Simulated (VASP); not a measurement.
## Mg: relaxation of cell and atoms with BLYP

The system is Mg.

```
CELL_PARAMETERS angstrom
3.17683 0.00000 0.00000
-1.58841 2.75121 0.00000
0.00000 0.00000 10.31886
ATOMIC_POSITIONS crystal
Mg 0.66667 0.33333 0.75000
Mg 0.00000 0.00000 0.50000
Mg 0.33333 0.66667 0.25000
Mg 0.00000 0.00000 0.00000
```

```json
{"Program": "VASP 6.6.1", "Task": "relaxation of cell and atoms", "Functional": "BLYP", "Potentials or basis": "VASP PAW PBE potentials, release 64 (Mg)", "Cutoff": "600 eV", "k mesh": "10 × 10 × 3", "Occupations": "fermi-dirac, width 0.05 eV", "Spin": "no spin polarisation", "Dipole correction": "no", "Further INCAR settings": "ALGO = Normal; EDIFF = 1e-07; IBRION = 2; EDIFFG = -0.01; NSW = 60; ISIF = 3"}
```

| Item | Value |
| --- | --- |
| Relaxed volume | 23.62 Å³/atom |
| Relaxed cell | a = 3.204 Å, b = 3.204 Å, c = 10.623 Å, α = 90.00°, β = 90.00°, γ = 120.00° |
| Space group after relaxing (to 0.05 Å) | P6_3/mmc (No. 194) |
| Energy gained by relaxing | 6.2 meV/atom |
| Ionic steps | 6 |
| Pressure after relaxing | 0.0 GPa |
| Band gap on the k mesh | zero (band 4 reaches 3.59 eV, above the bottom of band 5 at 1.42 eV) |

Step by step:
```
step  energy change (eV)  largest force (eV/Å)  pressure (GPa)  volume (Å³)
   1              0.0000                0.0000            1.58        90.19
   2             -0.0212                0.0000            0.46        93.12
   3             -0.0240                0.0000           -0.04        94.60
   4             -0.0240                0.0000           -0.07        94.69
   5             -0.0245                0.0000           -0.03        94.60
   6             -0.0249                0.0000            0.02        94.46
```

Final structure:
```
CELL_PARAMETERS angstrom
3.20442 0.00000 0.00000
-1.60221 2.77511 0.00000
0.00000 0.00000 10.62262
ATOMIC_POSITIONS crystal
Mg 0.66667 0.33333 0.75000
Mg 0.00000 0.00000 0.50000
Mg 0.33333 0.66667 0.25000
Mg 0.00000 0.00000 0.00000
```

Levels at points of the mesh, in eV from the Fermi level:
```
           k point  band 2  band 3  band 4  band 5  band 6  band 7
(0.00, 0.00, 0.00)   -5.60   -5.60   -1.78   -1.64    4.49    4.50
(0.50, 0.00, 0.00)   -2.13   -1.13   -1.10   -0.63   -0.60    2.61
```

Wall time 2.6 min on 1 thread of Intel(R) Xeon(R) Platinum 8488C (Sapphire Rapids) (shared host), peak memory 0.24 GiB.

Caveat: the PAW data sets were made with another functional, which shifts forces and pressure a little.
